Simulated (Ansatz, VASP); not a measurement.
Ge in VASP and in Ansatz

The input POSCAR:

```
Ge
1.0
    4.6743874348      0.0000000000      0.0000000000
   -2.3371937174      4.0481382657      0.0000000000
    0.0000000000      0.0000000000      2.6222879884
Ge
3
Direct
    1.0000000000      0.0000000000      0.0000000000
    0.3333333333      0.6666666667      0.5000000000
    0.6666666667      0.3333333333      0.5000000000
```

INCAR.step1

```
  PREC = Accurate
  ENCUT = 520
  ISMEAR = -1
  SIGMA = 0.1
  LREAL = False
  LASPH = True
  NELM = 60
  NBANDS = 28
  GGA = PE
  ALGO = Normal
  EDIFF = 1E-4
  LWAVE = True
  LCHARG = False
```

INCAR.step2

```
  PREC = Accurate
  ENCUT = 520
  EDIFF = 1E-7
  ISMEAR = -1
  SIGMA = 0.1
  LREAL = False
  LASPH = True
  NELM = 60
  ALGO = Normal
  ISIF = 2
  LWAVE = False
  LCHARG = False
  METAGGA = R2SCAN
  LMIXTAU = True
  NBANDS = 28
  ISTART = 1
```

The input KPOINTS:

```
regular mesh
0
Gamma
  9 9 13
```

Input for Ansatz:

```yaml
crystal:
  lattice:
    - [4.6743874348, 0.0, 0.0]
    - [-2.3371937174, 4.0481382657, 0.0]
    - [0.0, 0.0, 2.6222879884]
  atoms:
    - { symbol: Ge, position: [1.0, 0.0, 0.0] }
    - { symbol: Ge, position: [0.3333333333, 0.6666666667, 0.5] }
    - { symbol: Ge, position: [0.6666666667, 0.3333333333, 0.5] }
hamiltonian:
  xc: r2scan
  pseudopotentials:
    kind: paw
    azcp:
      Ge: "pseudopotentials/Ge.paw.azcp"
basis:
  ecutwfc: 500
  fft_grid_basis: typed
kpoints:
  mp_grid: { grid: [9, 9, 13], shift: [0, 0, 0] }
magnetization:
  spin_polarized: false
scf:
  occupations: { method: fermi_dirac, width: 0.1 }
  lower_state_search: "off"
output:
  stress: true
  write_density: true
  write_potential: true
  elf: true
  volumetric_format: npy
```

Alike in both runs: task single point; functional r2SCAN; k mesh 9 × 9 × 13; occupations fermi-dirac, width 0.1 eV; no spin polarisation.

|  | VASP | Ansatz |
| --- | --- | --- |
| version | VASP 6.6.1 | Ansatz 0.2.0 |
| potentials or method | VASP PAW PBE potentials, release 64 (Ge_d), cutoff 520 eV | plane waves (500 eV) with PAW, scalar-relativistic |
| valence electrons in the cell | 42 | 42 |

```tsv
	VASP	Ansatz	Ansatz less VASP
pressure (GPa)	11.8	12.0	+0.24
traceless stress, the component that is largest in VASP (GPa)	5.67	5.59	-0.084
```

VASP's potentials were made for PBE, not for r2SCAN.
